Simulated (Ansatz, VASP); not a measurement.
# Two plane-wave programs on RbBr

The input INCAR:

```
SYSTEM = RbBr
PREC     = Accurate       ! precision mode
ENCUT    = 520            ! plane-wave cutoff, eV
EDIFF    = 1E-6           ! SCF threshold, eV
ISMEAR   = 0              ! smearing method
SIGMA    = 0.05           ! smearing width, eV
LREAL    = .False.        ! projectors in reciprocal space
LASPH    = .True.         ! aspherical terms in the spheres
NELM     = 80             ! most SCF steps
ALGO     = Normal         ! electronic algorithm
ISIF     = 2              ! what is computed and relaxed
LWAVE    = .False.        ! write WAVECAR
LCHARG   = .True.         ! write CHGCAR
GGA      = CA             ! functional
LELF     = .True.         ! ELF
LVHAR    = .True.       
NBANDS   = 15             ! bands
```

The input KPOINTS:

```
regular mesh
0
Gamma
  6 6 6
  0 0 0
```

POSCAR

```
RbBr
1.0
    0.0000000000      3.7017000000      3.7017000000
    3.7017000000      0.0000000000      3.7017000000
    3.7017000000      3.7017000000      0.0000000000
Rb Br
1 1
Direct
    0.0000000000      0.0000000000      0.0000000000
    0.5000000000      0.5000000000      0.5000000000
```

Input for Ansatz:

```yaml
crystal:
  lattice:
    - [0.0, 3.7017, 3.7017]
    - [3.7017, 0.0, 3.7017]
    - [3.7017, 3.7017, 0.0]
  atoms:
    - { symbol: Rb, position: [0.0, 0.0, 0.0] }
    - { symbol: Br, position: [0.5, 0.5, 0.5] }
basis:
  ecutwfc: 420
kpoints:
  mp_grid: { grid: [6, 6, 6] }
hamiltonian:
  xc: lda
scf:
  occupations: { method: gaussian, width: 0.05 }
output:
  forces: true
  stress: true
  eigenvalues: true
```

Change from the starting cell: strain +0.080 along x and y, +0.080 along z, atoms carried along.

Alike in both runs: task single point; functional LDA; k mesh 6 × 6 × 6; occupations gaussian, width 0.05 eV; no spin polarisation.

```csv
,VASP,Ansatz
version,VASP 6.6.1,Ansatz 0.2.0
potentials or method,"VASP PAW LDA potentials, release 64 (Rb_sv, Br), cutoff 520 eV","scalar-relativistic, plane waves, PAW"
valence electrons in the cell,16,16
```

Ansatz gave:

```
gap on the k mesh at the Fermi level (eV) : 3.47
least direct gap on the mesh (eV)         : 3.47
pressure (GPa)                            : -2.6
```

**Question.** What did VASP give for the same quantities?

**Answer.** gap on the k mesh at the Fermi level (eV): 3.48; least direct gap on the mesh (eV): 3.48; pressure (GPa): -2.6.

LDA's correlation is that of Perdew and Zunger in VASP and of Perdew and Wang (1992) in Ansatz.
